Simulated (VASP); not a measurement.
# Ba (Pmmn) in VASP: single point with PBE

Aim: the single point of Ba with PBE.

Everything below comes from runs of VASP 6.6.1. Logs are shortened: lines on timing, memory, paths and dates and some standing lists are left out, and cuts for length are marked.

### Step 1. The cell of the first run

The typed cell holds 2 atoms: a = 4.698 Å, b = 5.828 Å, c = 4.642 Å, α = 90.00°, β = 90.00°, γ = 90.00°.

### Step 2. Single point, PBE

The input, INCAR:

```
ALGO = Fast ; EDIFF = 1E-7
ENCUT = 520 ; GGA = PE
ISIF = 2 ; ISMEAR = 0
LASPH = T ; LCHARG = T
LELF = T ; LREAL = F
LVHAR = T ; LWAVE = F
NBANDS = 17 ; NELM = 80
PREC = Accurate ; SIGMA = 0.1
```

The input, KPOINTS:

```
k-points
0
Gamma
  4 4 4
```

The input, POSCAR:

```
Ba
1.0
    4.6976807495      0.0000000000      0.0000000000
    0.0000000000      5.8276132102      0.0000000000
    0.0000000000      0.0000000000      4.6420442090
Ba
2
Direct
    0.0000000000      0.0000000000      0.7498689210
    0.5000000000      0.5000000000      0.2501310790
```

Potentials or basis: VASP PAW PBE potentials, release 64 (Ba_sv).

Run with:

```bash
cat potpaw_PBE.64/Ba_sv/POTCAR > POTCAR
mpirun -np 1 vasp_std > vasp.out
```

OUTCAR:

```text
EDIFF = 1E-7
   ENCUT = 520
   GGA = PE
   ISIF = 2
   ISMEAR = 0
   LASPH = T
   LREAL = F
   NELM = 80
   PREC = Accurate

 ion  position               nearest neighbor table
   1  0.000  0.000  0.750-   2 4.40   2 4.40   2 4.40   2 4.40   2 4.40   2 4.40   2 4.40   2 4.40

   2  0.500  0.500  0.250-   1 4.40   1 4.40   1 4.40   1 4.40   1 4.40   1 4.40   1 4.40   1 4.40

  LATTYP: Found a simple orthorhombic cell.
 ALAT       =     4.6420442090
 B/A-ratio  =     1.0119853534
 C/A-ratio  =     1.2553980419

  Lattice vectors:

 A1 = (   0.0000000000,   0.0000000000,   4.6420442090)
 A2 = (   4.6976807495,   0.0000000000,   0.0000000000)
 A3 = (   0.0000000000,   5.8276132102,   0.0000000000)

Analysis of symmetry for initial positions (statically):
=====================================================================
 Subroutine PRICEL returns:
 Original cell was already a primitive cell.

 Routine SETGRP: Setting up the symmetry group for a
 simple orthorhombic supercell.

 Subroutine GETGRP returns: Found  8 space group operations
 (whereof  4 operations were pure point group operations)
 out of a pool of  8 trial point group operations.

The static configuration has the point symmetry C_2v.
 The point group associated with its full space group is D_2h.

Analysis of symmetry for dynamics (positions and initial velocities):
=====================================================================
 Subroutine PRICEL returns:
 Original cell was already a primitive cell.

 Routine SETGRP: Setting up the symmetry group for a
 simple orthorhombic supercell.

 Subroutine GETGRP returns: Found  8 space group operations
 (whereof  4 operations were pure point group operations)
 out of a pool of  8 trial point group operations.

The dynamic configuration has the point symmetry C_2v.
 The point group associated with its full space group is D_2h.

 Subroutine INISYM returns: Found  8 space group operations
 (whereof  4 operations are pure point group operations),
 and found     1 'primitive' translations

----------------------------------------------------------------------------------------

                                     Primitive cell

  volume of cell :     127.0818

  direct lattice vectors                    reciprocal lattice vectors
     4.697680749  0.000000000  0.000000000     0.212871000  0.000000000  0.000000000
     0.000000000  5.827613210  0.000000000     0.000000000  0.171596838  0.000000000
     0.000000000  0.000000000  4.642044209     0.000000000  0.000000000  0.215422334

  length of vectors
     4.697680749  5.827613210  4.642044209     0.212871000  0.171596838  0.215422334

  position of ions in fractional coordinates (direct lattice)
     0.000000000  0.000000000  0.749868921
     0.500000000  0.500000000  0.250131079

  ion indices of the primitive-cell ions
   primitive index   ion index
                 1           1
                 2           2

----------------------------------------------------------------------------------------

 KPOINTS: k-points

Automatic generation of k-mesh.
 Grid dimensions read from file:
 generate k-points for:    4    4    4

 Generating k-lattice:

  Cartesian coordinates                     Fractional coordinates (reciprocal lattice)
     0.053217750  0.000000000  0.000000000     0.250000000  0.000000000  0.000000000
     0.000000000  0.042899210  0.000000000     0.000000000  0.250000000  0.000000000
     0.000000000  0.000000000  0.053855584     0.000000000  0.000000000  0.250000000

  Length of vectors
     0.053217750  0.042899210  0.053855584

  Shift w.r.t. Gamma in fractional coordinates (k-lattice)
     0.000000000  0.000000000  0.000000000

 Subroutine IBZKPT returns following result:
 ===========================================

 Found     27 irreducible k-points:

 Following reciprocal coordinates:
            Coordinates               Weight
  0.000000  0.000000  0.000000      1.000000
  0.250000  0.000000  0.000000      2.000000
  0.500000  0.000000  0.000000      1.000000
  0.000000  0.250000  0.000000      2.000000
  0.250000  0.250000  0.000000      4.000000
  0.500000  0.250000  0.000000      2.000000
[... 16 lines left out ...]
  0.250000  0.250000  0.500000      4.000000
  0.500000  0.250000  0.500000      2.000000
 [... further k-points ...]
   k-points           NKPTS =     27   k-points in BZ     NKDIM =     27   number of bands    NBANDS=     17
   number of dos      NEDOS =    301   number of ions     NIONS =      2
   total plane-waves  NPLWV =  62208
   dimension x,y,z NGX =    36 NGY =   48 NGZ =   36
   dimension x,y,z NGXF=    72 NGYF=   96 NGZF=   72
   ions per type =               2
   NGX,Y,Z   is equivalent  to a cutoff of  12.74, 13.69, 12.89 a.u.
   NGXF,Y,Z  is equivalent  to a cutoff of  25.48, 27.39, 25.79 a.u.
 SYSTEM =  unknown system
   PREC   = accura    normal or accurate (medium, high low for compatibility)
   ISTART =      0    job   : 0-new  1-cont  2-samecut
   ICHARG =      2    charge: 1-file 2-atom 10-const
   ISPIN  =      1    spin polarized calculation?
   LNONCOLLINEAR =      F non collinear calculations
   LSORBIT =      F    spin-orbit coupling
   LASPH  =      T    aspherical Exc in radial PAW
   ENCUT  =  520.0 eV  38.22 Ry    6.18 a.u.   8.73 10.84  8.63*2*pi/ulx,y,z
   NELM   =     80;   NELMIN=  2; NELMDL= -5     # of ELM steps
   EDIFF  = 0.1E-06   stopping-criterion for ELM
   LREAL  =      F    real-space projection
   EDIFFG = 0.1E-05   stopping-criterion for IOM
   NSW    =      0    number of steps for IOM
   IBRION =     -1    ionic relax: 0-MD 1-quasi-New 2-CG
   NFREE  =      0    steps in history (QN), initial steepest desc. (CG)
   ISIF   =      2    stress and relaxation
   ISYM   =      2    0-nonsym 1-usesym 2-fastsym
   POTIM  = 0.5000    time-step for ionic-motion
   TEBEG  =    0.0;   TEEND  =   0.0 temperature during run
   PSTRESS=    0.0 pullay stress
   NELECT =      20.0000    total number of electrons
   NUPDOWN=      -1.0000    fix difference up-down
   EMIN   =  10.00;   EMAX   =-10.00  energy-range for DOS
   EFERMI =   0.00;   METHOD = LEGACY
   ISMEAR =     0;   SIGMA  =   0.10  broadening in eV -4-tet -1-fermi 0-gaus
   EFERMI_NEDOS =   21; number of points for ismear=-14 and -15
   IALGO  =     68    algorithm
   IMIX   =      4    mixing-type and parameters
     AMIX     =   0.40;   BMIX     =  1.00
     AMIX_MAG =   1.60;   BMIX_MAG =  1.00
  volume/ion in A,a.u.               =      63.54       428.80
  Fermi-wavevector in a.u.,A,eV,Ry     =   0.883874  1.670280 10.629322  0.781233
  Thomas-Fermi vector in A             =   2.004698
   LORBIT       =      0    0 simple, 1 ext, 2 COOP (PROOUT), +10 PAW based schemes
   GGA     = PE    functional components
   LHFCALC =     F    Hartree Fock is set to
   AEXX    =    0.0000 exact exchange contribution
   IVDW    =     0    specifies the selected vdW correction
   LEPSILON=     F    determine dielectric tensor
   LRPA    =     F    only Hartree local field effects (RPA)
 non-spin polarized calculation
 RMM-DIIS sequential band-by-band and
 Gauss-broadening in eV      SIGMA  =   0.10
  energy-cutoff  :      520.00
  volume of cell :      127.08
 maximum number of plane-waves:      3448
 NGX is ok and might be reduce to    36
   NGX = 17   NGY = 21   NGZ = 17

 number of electron      20.0000001 magnetization

 Free energy of the ion-electron system (eV)
  ---------------------------------------------------
  ext. energy  EPLUGINS =         0.00000000
  ---------------------------------------------------
  free energy    TOTEN  =        -3.81161526 eV

  energy without entropy =       -3.80000060  energy(sigma->0) =       -3.80580793

 E-fermi :   1.6916     XC(G=0):  -7.3808

 val. band max:        1.6449480880   @ k =   0.5000   0.0000   0.5000
 cond. band min:       1.7541342421   @ k =   0.2500   0.2500   0.2500
 fundamental gap:      0.1091861541
 Fermi energy:         1.6916425464

 k-point     1 :       0.0000    0.0000    0.0000
  band No.  band energies     occupation
      1     -27.2684      2.00000
      2     -27.2050      2.00000
      3     -12.6337      2.00000
      4     -12.4521      2.00000
      5     -12.4415      2.00000
      6     -12.2270      2.00000
[... 9 lines left out ...]
     16       4.4245      0.00000
     17       5.3148      0.00000

 k-point     2 :       0.2500    0.0000    0.0000
  band No.  band energies     occupation
      1     -27.2557      2.00000
      2     -27.2108      2.00000
      3     -12.5692      2.00000
      4     -12.4981      2.00000
      5     -12.4040      2.00000
      6     -12.3424      2.00000
[... 9 lines left out ...]
     16       3.9931      0.00000
     17       4.6448      0.00000

 k-point     3 :       0.5000    0.0000    0.0000
  band No.  band energies     occupation
      1     -27.2298      2.00000
      2     -27.2298      2.00000
      3     -12.4985      2.00000
      4     -12.4985      2.00000
      5     -12.4192      2.00000
      6     -12.4192      2.00000
[... 9 lines left out ...]
     16       3.8352      0.00000
     17       4.5572      0.00000

 k-point     4 :       0.0000    0.2500    0.0000
  band No.  band energies     occupation
      1     -27.2590      2.00000
      2     -27.2142      2.00000
      3     -12.5847      2.00000
      4     -12.4197      2.00000
      5     -12.4102      2.00000
      6     -12.2968      2.00000
[... 9 lines left out ...]
     16       4.5875      0.00000
     17       5.0153      0.00000
[... 343 lines left out ...]
      1     -27.2285      2.00000
      2     -27.2284      2.00000
      3     -12.6187      2.00000
      4     -12.6186      2.00000
      5     -12.3251      2.00000
      6     -12.3248      2.00000
[... 9 lines left out ...]
     16       3.4226      0.00000
     17       5.5359      0.00000

 k-point    23 :       0.2500    0.2500    0.5000
  band No.  band energies     occupation
      1     -27.2251      2.00000
      2     -27.2250      2.00000
      3     -12.5958      2.00000
      4     -12.5958      2.00000
      5     -12.4085      2.00000
      6     -12.4078      2.00000
[... 9 lines left out ...]
     16       4.3912      0.00000
     17       6.1517      0.00000

 k-point    24 :       0.5000    0.2500    0.5000
  band No.  band energies     occupation
      1     -27.2216      2.00000
      2     -27.2216      2.00000
      3     -12.6018      2.00000
      4     -12.6018      2.00000
      5     -12.4078      2.00000
      6     -12.4078      2.00000
[... 9 lines left out ...]
     16       5.2984      0.00000
     17       6.0675      0.00000

 [... further k-points ...]
[... 5 lines left out ...]
  --------------------------------------------------------------------------------------
  -------------------------------------------------------------------------------------
  Total        0.0433838     -0.0711628      0.1544682      0.0000000      0.0000000      0.0000000
  in kB        0.5469583     -0.8971813      1.9474488      0.0000000      0.0000000      0.0000000
  external PRESSURE =       0.5324086 kB  Pullay stress =       0.0000000 kB

 VOLUME and BASIS-vectors are now :
 -----------------------------------------------------------------------------
  energy-cutoff  :      520.00
  volume of cell :      127.08
      direct lattice vectors                 reciprocal lattice vectors
     4.697680749  0.000000000  0.000000000     0.212871000  0.000000000  0.000000000
     0.000000000  5.827613210  0.000000000     0.000000000  0.171596838  0.000000000
     0.000000000  0.000000000  4.642044209     0.000000000  0.000000000  0.215422334

 POSITION                                       TOTAL-FORCE (eV/Angst)
 -----------------------------------------------------------------------------------
      0.00000      0.00000      3.48092         0.000000      0.000000      0.001302
      2.34884      2.91381      1.16112         0.000000      0.000000     -0.001302
 -----------------------------------------------------------------------------------
    total drift:                                0.000000      0.000000      0.000000

  FREE ENERGIE OF THE ION-ELECTRON SYSTEM (eV)
  ---------------------------------------------------
  free  energy   TOTEN  =        -3.8116152649 eV

  energy  without entropy=       -3.8000006016  energy(sigma->0) =       -3.80580793
```

It took 40 s on 1 thread of Oxide Virtual Turin-like, shared host; peak memory 0.22 GiB.

Results:

```
Free energy            : -3.8116 eV
Pressure               : 0.1 GPa
Band gap on the k mesh : zero (band 10 reaches 1.77 eV, above the bottom of band 11 at 1.32 eV)
```

Stress tensor (GPa, compression positive):
```
 0.05  0.00  0.00
 0.00 -0.09  0.00
 0.00  0.00  0.19
```

Levels at points of the mesh, in eV from the Fermi level:
| k point | band 6 | band 7 | band 8 | band 9 | band 10 | band 11 | band 12 | band 13 | band 14 | band 15 |
| --- | --- | --- | --- | --- | --- | --- | --- | --- | --- | --- |
| (0.00, 0.00, 0.00) | -13.92 | -13.92 | -13.92 | -2.82 | -0.78 | -0.37 | 1.54 | 1.63 | 2.20 | 2.70 |
| (0.50, 0.00, 0.00) | -14.11 | -14.01 | -14.01 | -0.79 | -0.79 | 0.76 | 0.76 | 1.05 | 1.05 | 2.14 |
| (0.00, 0.50, 0.00) | -14.03 | -14.03 | -14.03 | -1.38 | -1.38 | 0.55 | 0.55 | 2.19 | 2.19 | 2.27 |
| (0.50, 0.50, 0.00) | -14.01 | -13.94 | -13.94 | -0.99 | -0.99 | 0.99 | 0.99 | 1.23 | 1.23 | 2.04 |
| (0.00, 0.00, 0.50) | -14.11 | -14.02 | -14.02 | -0.74 | -0.74 | 0.79 | 0.80 | 1.03 | 1.03 | 2.05 |
| (0.50, 0.00, 0.50) | -14.09 | -14.00 | -14.00 | -0.89 | -0.89 | -0.05 | -0.05 | 1.67 | 1.67 | 4.20 |
| (0.00, 0.50, 0.50) | -14.02 | -13.94 | -13.94 | -0.98 | -0.98 | 1.03 | 1.03 | 1.14 | 1.14 | 2.09 |
| (0.50, 0.50, 0.50) | -14.17 | -14.11 | -14.11 | 0.08 | 0.08 | 0.58 | 0.58 | 0.62 | 0.62 | 2.56 |

Caveat: spin-orbit coupling is left out, which moves the levels of the heavy elements.
